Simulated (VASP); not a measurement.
Set up this calculation in VASP 6.6.1, as the native input.

- Task: single point
- Functional: PBE
- Potentials or basis: VASP PAW PBE potentials, release 64 (Ta_pv, Al, F)
- Cutoff: 520 eV
- k mesh: 6 × 6 × 4
- Occupations: gaussian, width 0.1 eV
- Spin: no spin polarisation
- Dipole correction: no
- Further INCAR settings: ALGO = Normal; EDIFF = 1e-06; NBANDS = 32

The structure of Ta2AlF3 lies in POSCAR:

```
Ta2AlF3
1.0
    4.5002711300      0.0000000000      0.0000000000
   -2.2501355700      3.8973491300      0.0000000000
    0.0000000000      0.0000000000      4.8684001300
Ta Al F
2 1 3
Direct
    0.3333333300      0.6666666700      0.5000000000
    0.6666666700      0.3333333300      0.5000000000
    0.0000000000      0.0000000000      0.5000000000
    0.3476811900      0.0000000000      0.5000000000
    0.0000000000      0.3476811900      0.5000000000
    0.6523188100      0.6523188100      0.5000000000
```

The cell was generated, and may not be a known phase.

These files were run (other wordings do the same):

INCAR

```
SYSTEM = Ta2AlF3
PREC = Accurate
ENCUT = 520
EDIFF = 1E-6
ISMEAR = 0
SIGMA = 0.1
LREAL = .FALSE.
LASPH = .TRUE.
NELM = 80
ALGO = Normal
ISIF = 2
LWAVE = .FALSE.
LCHARG = .FALSE.
GGA = PE
NBANDS = 32
```

KPOINTS

```
Automatic mesh
0
G
  6 6 4
  0 0 0
```

Potentials or basis: VASP PAW PBE potentials, release 64 (Ta_pv, Al, F).

Command:

```console
$ cat potpaw_PBE.64/Ta_pv/POTCAR potpaw_PBE.64/Al/POTCAR potpaw_PBE.64/F/POTCAR > POTCAR
$ mpirun -np 1 vasp_std > vasp.out
```

It gave:

* Pressure: 316.1 GPa
* Largest force: 34.481 eV/Å
* Band gap on the k mesh: zero (bands 23 and 24 overlap by 2.59 eV)

Caveat: the stress differs along the axes, from -4 to 476 GPa; spin-orbit coupling is left out, which moves the levels of the heavy elements; forces of over 1 eV/Å act on the atoms, so gaps and moduli don't describe the material at rest.

Run time: 74 s on 1 thread of Intel Xeon 8259CL, with other jobs on the host, peak memory 0.23 GiB.
